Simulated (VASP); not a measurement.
**Rb2HfP6: single point with r2SCAN**

Crystal: Rb2HfP6.

```
P Hf Rb
1.0
     0.00000    4.81782    4.81782
     4.81782    0.00000    4.81782
     4.81782    4.81782    0.00000
P Hf Rb
6 1 2
Direct
  0.75630 0.24370 0.24370
  0.24370 0.75630 0.24370
  0.24370 0.75630 0.75630
  0.75630 0.24370 0.75630
  0.24370 0.24370 0.75630
  0.75630 0.75630 0.24370
  0.00000 0.00000 0.00000
  0.25000 0.25000 0.25000
  0.75000 0.75000 0.75000
```

```json
{
  "Program": "VASP 6.6.1",
  "Task": "single point",
  "Functional": "r2SCAN",
  "Potentials or basis": "VASP PAW PBE potentials, release 64 (P, Hf_pv, Rb_sv)",
  "Cutoff": "520 eV",
  "k mesh": "3 × 3 × 3, shifted",
  "Occupations": "tetrahedron",
  "Spin": "no spin polarisation",
  "Dipole correction": "no",
  "Further INCAR settings": "ALGO = Normal; EDIFF = 1e-06; NBANDS = 39; ISYM = 0"
}
```

```yaml
Pressure: 5.0 GPa
Largest_force: 2.053 eV/Å
Band_gap_on_the_k_mesh: zero (bands 29 and 30 overlap by 0.36 eV)
```

Forces in eV/Å, atoms in the order of the input:
```
P    2.053  0.006 -0.005
P    0.006  2.053 -0.005
P   -2.053 -0.006  0.005
P   -0.006 -2.053  0.005
P   -0.005 -0.005  2.053
P    0.005  0.005 -2.053
Hf   0.000  0.000  0.000
Rb   0.001  0.001 -0.001
Rb  -0.001 -0.001  0.001
```

Levels at points of the mesh, in eV from the Fermi level:
```
           k point  band 25  band 26  band 27  band 28  band 29  band 30  band 31  band 32  band 33  band 34
(0.50, 0.50, 0.50)    -1.41    -1.41    -0.86    -0.60    -0.59     0.73     1.04     1.04     1.21     1.84
(0.50, 0.00, 0.00)    -1.41    -1.41    -0.86    -0.60    -0.59     0.73     1.04     1.04     1.21     1.84
(0.00, 0.00, 0.50)    -1.41    -1.41    -0.86    -0.60    -0.60     0.73     1.04     1.04     1.21     1.84
(0.00, 0.50, 0.00)    -1.41    -1.41    -0.86    -0.60    -0.59     0.73     1.04     1.04     1.21     1.84
```

Wall time 41 min on 1 thread of Intel(R) Xeon(R) Platinum 8488C (Sapphire Rapids) (shared host), peak memory 0.69 GiB.

Caveat: the k points lie up to 0.38 Å⁻¹ apart; the PAW data sets were made with another functional, which shifts forces and pressure a little; spin-orbit coupling is left out, which moves the levels of the heavy elements.
